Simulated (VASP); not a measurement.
**Pt: single point with PBEsol**

Pt:

```
Pt
1.0
    -1.64734    1.64734    1.40024
     1.64734   -1.64734    1.40024
     1.64734    1.64734   -1.40024
Pt
1
Direct
  0.00000 0.00000 0.00000
```

This cell differs from its parent crystal: ratio of the length along z to the lengths across it x 0.85, volume and fractional coordinates fixed.

- Program: VASP 6.6.1
- Task: single point
- Functional: PBEsol
- Potentials or basis: VASP PAW PBE potentials, release 64 (Pt)
- Cutoff: 520 eV
- k mesh: 30 × 30 × 30
- Occupations: gaussian, width 0.15 eV
- Spin: no spin polarisation
- Dipole correction: no
- Further INCAR settings: ALGO = Fast; EDIFF = 1e-07; NBANDS = 11

```
Pressure               : -1.2 GPa
Band gap on the k mesh : zero (bands 5 and 6 overlap by 2.16 eV)
```

Stress tensor (GPa, compression positive):
```
 2.34  0.00  0.00
 0.00  2.34  0.00
 0.00  0.00 -8.15
```

Levels at points of the mesh, in eV from the Fermi level:
| k point | band 3 | band 4 | band 5 | band 6 | band 7 | band 8 |
| --- | --- | --- | --- | --- | --- | --- |
| (0.00, 0.00, 0.00) | -3.14 | -3.14 | -2.61 | -0.44 | 15.91 | 15.91 |
| (0.50, 0.00, 0.00) | -1.48 | 0.13 | 0.43 | 0.83 | 7.09 | 12.63 |
| (0.50, 0.50, 0.00) | -2.82 | -1.34 | -0.72 | 0.74 | 5.52 | 14.48 |
| (0.50, 0.50, 0.50) | 0.28 | 0.28 | 0.75 | 5.97 | 5.97 | 11.21 |

Run time: 3 min on 1 thread of AMD EPYC 9R45 96-Core Processor (Zen 5), on a shared host, peak memory 0.39 GiB.

Caveat: the stress differs along the axes, from -8 to 2 GPa; the PAW data sets were made with another functional, which shifts forces and pressure a little; spin-orbit coupling is left out, which moves the levels of the heavy elements.
